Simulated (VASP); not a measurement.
# MgO (P6_3/mmc) in VASP: notebook, part 2 of 2

VASP 6.6.1. Earlier steps stand in the parts before.

### 3 Single point, PBE

This run uses another cell than the first one, of the same volume but with other edges.

INCAR reads:

```
SYSTEM = MgO
PREC = Accurate
ENCUT = 520
EDIFF = 1E-7
ISMEAR = 0
SIGMA = 0.05
LREAL = .False.
LASPH = .True.
NELM = 100
ALGO = Normal
ISIF = 2
LWAVE = .False.
LCHARG = .False.
GGA = PE
NBANDS = 16
```

KPOINTS reads:

```
Automatic mesh
0
Gamma
  9 9 6
  0 0 0
```

POSCAR reads:

```
MgO
1.0
    3.3805000000      0.0000000000      0.0000000000
   -1.6902500000      2.9275988775      0.0000000000
    0.0000000000      0.0000000000      4.3666000000
Mg O
2 2
Direct
    0.6666666667      0.3333333333      0.7500000000
    0.3333333333      0.6666666667      0.2500000000
    0.6666666667      0.3333333333      0.2500000000
    0.3333333333      0.6666666667      0.7500000000
```

Potentials or basis: VASP PAW PBE potentials, release 64 (Mg, O).

Command:

```bash
cat potpaw_PBE.64/Mg/POTCAR potpaw_PBE.64/O/POTCAR > POTCAR
mpirun -np 1 vasp_std > vasp.out
```

OUTCAR:

```text
SYSTEM = MgO
   PREC = Accurate
   ENCUT = 520
   EDIFF = 1E-7
   ISMEAR = 0
   LREAL = .False.
   LASPH = .True.
   NELM = 100
   ISIF = 2
   GGA = PE

 ion  position               nearest neighbor table
   1  0.667  0.333  0.750-   4 1.95   4 1.95   4 1.95   3 2.18   3 2.18   2 2.93   2 2.93   2 2.93
                             2 2.93   2 2.93   2 2.93
   2  0.333  0.667  0.250-   3 1.95   3 1.95   3 1.95   4 2.18   4 2.18   1 2.93   1 2.93   1 2.93
                             1 2.93   1 2.93   1 2.93
   3  0.667  0.333  0.250-   2 1.95   2 1.95   2 1.95   1 2.18   1 2.18
   4  0.333  0.667  0.750-   1 1.95   1 1.95   1 1.95   2 2.18   2 2.18

  LATTYP: Found a hexagonal cell.
 ALAT       =     3.3805000000
 C/A-ratio  =     1.2917024109

  Lattice vectors:

 A1 = (   3.3805000000,   0.0000000000,   0.0000000000)
 A2 = (  -1.6902500000,   2.9275988775,   0.0000000000)
 A3 = (   0.0000000000,   0.0000000000,   4.3666000000)

Analysis of symmetry for initial positions (statically):
=====================================================================
 Subroutine PRICEL returns:
 Original cell was already a primitive cell.

 Routine SETGRP: Setting up the symmetry group for a
 hexagonal supercell.

[... 171 lines left out ...]
  energy without entropy =      -23.54875940  energy(sigma->0) =      -23.54875940

 E-fermi :   2.4823     XC(G=0): -10.1663

 val. band max:        2.2213253181   @ k =   0.0000   0.0000   0.0000
 cond. band min:       5.6739014763   @ k =   0.0000   0.0000   0.0000
 fundamental gap:      3.4525761581
 Fermi energy:         2.4823183162

 k-point     1 :       0.0000    0.0000    0.0000
  band No.  band energies     occupation
      1     -14.8655      2.00000
      2     -13.5580      2.00000
      3      -1.7026      2.00000
      4       0.4827      2.00000
      5       0.4827      2.00000
      6       1.2284      2.00000
[... 433 lines left out ...]
      3      -1.3818      2.00000
      4      -0.6977      2.00000
      5      -0.6977      2.00000
      6       0.7070      2.00000
[... 8 lines left out ...]
     15      15.8799      0.00000
     16      19.2210      0.00000

 [... further k-points ...]
[... 5 lines left out ...]
  --------------------------------------------------------------------------------------
  -------------------------------------------------------------------------------------
  Total        3.2313312      3.2313312     -0.2381459      0.0000000     -0.0000000      0.0000000
  in kB      119.7998098    119.7998098     -8.8291275      0.0000000     -0.0000000      0.0000000
  external PRESSURE =      76.9234974 kB  Pullay stress =       0.0000000 kB

 VOLUME and BASIS-vectors are now :
 -----------------------------------------------------------------------------
  energy-cutoff  :      520.00
  volume of cell :       43.22
      direct lattice vectors                 reciprocal lattice vectors
     3.380500000  0.000000000  0.000000000     0.295814229  0.170788425  0.000000000
    -1.690250000  2.927598877  0.000000000     0.000000000  0.341576849  0.000000000
     0.000000000  0.000000000  4.366600000     0.000000000  0.000000000  0.229011130

 POSITION                                       TOTAL-FORCE (eV/Angst)
 -----------------------------------------------------------------------------------
      1.69025      0.97587      3.27495        -0.000000     -0.000000      0.000000
     -0.00000      1.95173      1.09165        -0.000000     -0.000000      0.000000
      1.69025      0.97587      1.09165        -0.000000      0.000000      0.000000
     -0.00000      1.95173      3.27495         0.000000     -0.000000      0.000000
 -----------------------------------------------------------------------------------
    total drift:                               -0.000000      0.000000     -0.000000

  FREE ENERGIE OF THE ION-ELECTRON SYSTEM (eV)
  ---------------------------------------------------
  free  energy   TOTEN  =       -23.5487594024 eV

  energy  without entropy=      -23.5487594024  energy(sigma->0) =      -23.54875940
```

stdout:

```text
POSCAR found type information on POSCAR MgO
 POSCAR found :  2 types and       4 ions
 scaLAPACK will be used
 LDA part: xc-table for (Slater+PW92), standard interpolation
 POSCAR, INCAR and KPOINTS ok, starting setup
 FFT: planning ... GRIDC
 FFT: planning ... GRID_SOFT
 FFT: planning ... GRID
 WAVECAR not read
 entering main loop
```

Wall time 25 s (1 thread of Intel Xeon Platinum 8259CL at 2.50GHz (Skylake/Cascade Lake), shared host); peak memory 0.18 GiB.

What came out:

- Free energy: -23.5488 eV
- Pressure: 7.7 GPa
- Band gap on the k mesh: 3.45 eV, direct

Stress tensor (GPa, compression positive):
```
11.98  0.00  0.00
 0.00 11.98  0.00
 0.00  0.00 -0.88
```

As with any semilocal functional, this PBE gap is likely too small.

### 4 Single point, PBE

This run uses another cell than the first one, of 10.92 Å³/atom, 1.009 times its volume.

INCAR reads:

```
PREC = Accurate ; ENCUT = 520
EDIFF = 1E-7 ; ISMEAR = 0
SIGMA = 0.05 ; LREAL = False
LASPH = True ; NELM = 100
ALGO = Normal ; ISIF = 2
LWAVE = False ; LCHARG = False
GGA = PE ; NBANDS = 16
```

KPOINTS reads:

```
regular mesh
0
Gamma
  9 9 6
```

POSCAR reads:

```
MgO
1.0
    3.4157000000      0.0000000000      0.0000000000
   -1.7078500000      2.9580829717      0.0000000000
    0.0000000000      0.0000000000      4.3242000000
Mg O
2 2
Direct
    0.6666666667      0.3333333333      0.7500000000
    0.3333333333      0.6666666667      0.2500000000
    0.6666666667      0.3333333333      0.2500000000
    0.3333333333      0.6666666667      0.7500000000
```

Command:

```bash
cat potpaw_PBE.64/Mg/POTCAR potpaw_PBE.64/O/POTCAR > POTCAR
mpirun -np 1 vasp_std > vasp.out
```

Run time: 28 s. Hardware: 1 thread of Intel Xeon Platinum 8259CL at 2.50GHz (Skylake/Cascade Lake), shared host; peak memory 0.18 GiB.

The run converged. Its results:

| Quantity | Value |
| --- | --- |
| Free energy | -23.6081 eV |
| Pressure | 5.5 GPa |
| Band gap on the k mesh | 3.41 eV, direct |

Stress tensor (GPa, compression positive):
```
 8.41  0.00  0.00
 0.00  8.41  0.00
 0.00  0.00 -0.48
```

Levels at points of the mesh, in eV from the valence-band top:
| k point | band 4 | band 5 | band 6 | band 7 | band 8 | band 9 | band 10 | band 11 | band 12 | band 13 |
| --- | --- | --- | --- | --- | --- | --- | --- | --- | --- | --- |
| (0.00, 0.00, 0.00) | -1.73 | -1.73 | -0.94 | -0.94 | 0.00 | 3.41 | 9.33 | 11.77 | 12.92 | 12.92 |
| (0.00, 0.00, 0.50) | -2.48 | -1.35 | -1.35 | -1.35 | -1.35 | 6.40 | 6.40 | 13.28 | 13.28 | 13.28 |

### 5 Single point, PBE

This run uses another cell than the first one, of 11.14 Å³/atom, 1.029 times its volume.

INCAR reads:

```
SYSTEM = MgO
ALGO     = Normal         ! electronic algorithm
EDIFF    = 1E-6           ! SCF threshold, eV
ENCUT    = 520            ! plane-wave cutoff, eV
GGA      = PE             ! functional
ISIF     = 2              ! what is computed and relaxed
ISMEAR   = 0              ! smearing method
LASPH    = .True.         ! aspherical terms in the spheres
LCHARG   = .False.        ! write CHGCAR
LREAL    = .False.        ! projectors in reciprocal space
LWAVE    = .False.        ! write WAVECAR
NBANDS   = 16             ! bands
NELM     = 100            ! most SCF steps
PREC     = Accurate       ! precision mode
SIGMA    = 0.05           ! smearing width, eV
```

KPOINTS reads:

```
k-points
0
Gamma
  9 9 6
  0 0 0
```

POSCAR: that of step 4 with these lines changed.

```diff
@@ -4,3 +4,3 @@
    -1.7078500000      2.9580829717      0.0000000000
-    0.0000000000      0.0000000000      4.3242000000
+    0.0000000000      0.0000000000      4.4090000000
 Mg O
```

Command:

```bash
cat potpaw_PBE.64/Mg/POTCAR potpaw_PBE.64/O/POTCAR > POTCAR
mpirun -np 1 vasp_std > vasp.out
```

Run time: 19 s. Hardware: 1 thread of Intel Xeon 6975P-C (Granite Rapids), shared host; peak memory 0.18 GiB.

Results (log left out):

* Free energy: -23.5965 eV
* Pressure: 3.2 GPa
* Band gap on the k mesh: 3.29 eV, direct

Stress tensor (GPa, compression positive):
```
 6.82  0.00  0.00
 0.00  6.82  0.00
 0.00  0.00 -4.08
```

Levels at points of the mesh, in eV from the valence-band top:
| k point | band 6 | band 7 | band 8 | band 9 | band 10 | band 11 |
| --- | --- | --- | --- | --- | --- | --- |
| (0.00, 0.00, 0.00) | -0.96 | -0.96 | 0.00 | 3.29 | 9.11 | 11.43 |
| (0.00, 0.00, 0.50) | -1.34 | -1.34 | -1.34 | 6.26 | 6.26 | 13.27 |

### 6 Single point, PBE

This run uses another cell than the first one, of 11.15 Å³/atom, 1.030 times its volume.

INCAR reads:

```
PREC     = Accurate       # precision mode
ENCUT    = 520            # plane-wave cutoff, eV
EDIFF    = 1E-6           # SCF threshold, eV
ISMEAR   = 0              # smearing method
SIGMA    = 0.05           # smearing width, eV
LREAL    = False          # projectors in reciprocal space
LASPH    = True           # aspherical terms in the spheres
NELM     = 100            # most SCF steps
ALGO     = Normal         # electronic algorithm
ISIF     = 2              # what is computed and relaxed
LWAVE    = False          # write WAVECAR
LCHARG   = False          # write CHGCAR
GGA      = PE             # functional
NBANDS   = 16             # bands
```

KPOINTS reads:

```
Automatic mesh
0
Gamma
  9 9 6
```

POSCAR reads:

```
MgO
1.0
    3.5565000000      0.0000000000      0.0000000000
   -1.7782500000      3.0800193485      0.0000000000
    0.0000000000      0.0000000000      4.0698000000
Mg O
2 2
Direct
    0.6666666667      0.3333333333      0.7500000000
    0.3333333333      0.6666666667      0.2500000000
    0.6666666667      0.3333333333      0.2500000000
    0.3333333333      0.6666666667      0.7500000000
```

Potentials or basis: VASP PAW PBE potentials, release 64 (Mg, O).

Command:

```bash
cat potpaw_PBE.64/Mg/POTCAR potpaw_PBE.64/O/POTCAR > POTCAR
mpirun -np 1 vasp_std > vasp.out
```

It took 20 s on 1 thread of Intel Xeon 6975P-C (Granite Rapids), shared host; peak memory 0.17 GiB.

The run converged. Its results:

```
Free energy            : -23.6256 eV
Pressure               : 3.0 GPa
Band gap on the k mesh : 3.43 eV, direct
```

Stress tensor (GPa, compression positive):
```
-0.24  0.00  0.00
 0.00 -0.24  0.00
 0.00  0.00  9.50
```

Levels at points of the mesh, in eV from the valence-band top:
```csv
k point,band 5,band 6,band 7,band 8,band 9,band 10,band 11,band 12
"(0.00, 0.00, 0.00)",-1.71,-0.66,-0.66,0.00,3.43,9.63,12.23,12.23
"(0.00, 0.00, 0.50)",-1.21,-1.21,-1.21,-1.21,6.50,6.50,12.59,12.59
```

### 7 The runs side by side

| cell | gap on the mesh (eV) | pressure (GPa) |
| --- | --- | --- |
| a = 3.451, b = 3.451, c = 4.197 Å, angles 90.0, 90.0, 120.0°, 4 atoms | 3.50 | 6.4 |
| a = 3.381, b = 3.381, c = 4.367 Å, angles 90.0, 90.0, 120.0°, 4 atoms | 3.45 | 7.7 |
| a = 3.416, b = 3.416, c = 4.324 Å, angles 90.0, 90.0, 120.0°, 4 atoms | 3.41 | 5.5 |
| a = 3.416, b = 3.416, c = 4.409 Å, angles 90.0, 90.0, 120.0°, 4 atoms | 3.29 | 3.2 |
| a = 3.557, b = 3.556, c = 4.070 Å, angles 90.0, 90.0, 120.0°, 4 atoms | 3.43 | 3.0 |

Alike in all rows: task single point; level PBE; potentials or basis VASP PAW PBE potentials, release 64 (Mg, O); no spin polarisation; k mesh 9 × 9 × 6; cutoff (eV) 520; smearing gaussian 0.05 eV.

Total energies depend on the potentials used, so only differences within one code and one set of settings carry meaning.
